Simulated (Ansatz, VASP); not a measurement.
One calculation of Nb, two programs

Contents of INCAR:

```
PREC = Accurate ; ENCUT = 520
EDIFF = 1E-6 ; ISMEAR = 0
SIGMA = 0.15 ; LREAL = False
LASPH = True ; NELM = 80
ALGO = Fast ; ISIF = 2
LWAVE = False ; LCHARG = False
GGA = PE ; NBANDS = 12
```

KPOINTS

```
Automatic mesh
0
Gamma
  20 20 20
```

Contents of POSCAR:

```
Nb
1.0
   -1.6639500000      1.7637870000      1.6639500000
    1.6639500000     -1.7637870000      1.6639500000
    1.6639500000      1.7637870000     -1.6639500000
Nb
1
Direct
    0.0000000000      0.0000000000      0.0000000000
```

Input for Ansatz:

```yaml
crystal:
  lattice:
    - [-1.66395, 1.763787, 1.66395]
    - [1.66395, -1.763787, 1.66395]
    - [1.66395, 1.763787, -1.66395]
  atoms:
    - { symbol: Nb, position: [0.0, 0.0, 0.0] }
basis:
  ecutwfc: 420
kpoints:
  mp_grid: { grid: [20, 20, 20] }
hamiltonian:
  xc: pbe
scf:
  occupations: { method: gaussian, width: 0.15 }
output:
  forces: true
  stress: true
  eigenvalues: true
```

Change from the starting cell: strain +0.0600 x Voigt [0, 1, 0, 0, 0, 0], atoms carried along.

Alike in both runs: task single point; functional PBE; k mesh 20 × 20 × 20; occupations gaussian, width 0.15 eV; no spin polarisation.

|  | VASP | Ansatz |
| --- | --- | --- |
| version | VASP 6.6.1 | Ansatz 0.2.0 |
| potentials or method | VASP PAW PBE potentials, release 64 (Nb_sv), cutoff 520 eV | scalar-relativistic, plane waves, PAW |
| valence electrons in the cell | 13 | 13 |

|  | VASP | Ansatz | Ansatz less VASP |
| --- | --- | --- | --- |
| gap on the k mesh at the Fermi level (eV) | none | none | - |
| pressure (GPa) | -11.0 | -10.7 | +0.28 |
| traceless stress, the component that is largest in VASP (GPa) | -3.60 | -3.62 | -0.023 |

A gap of «none» marks a metal or a gap that the smearing closes.
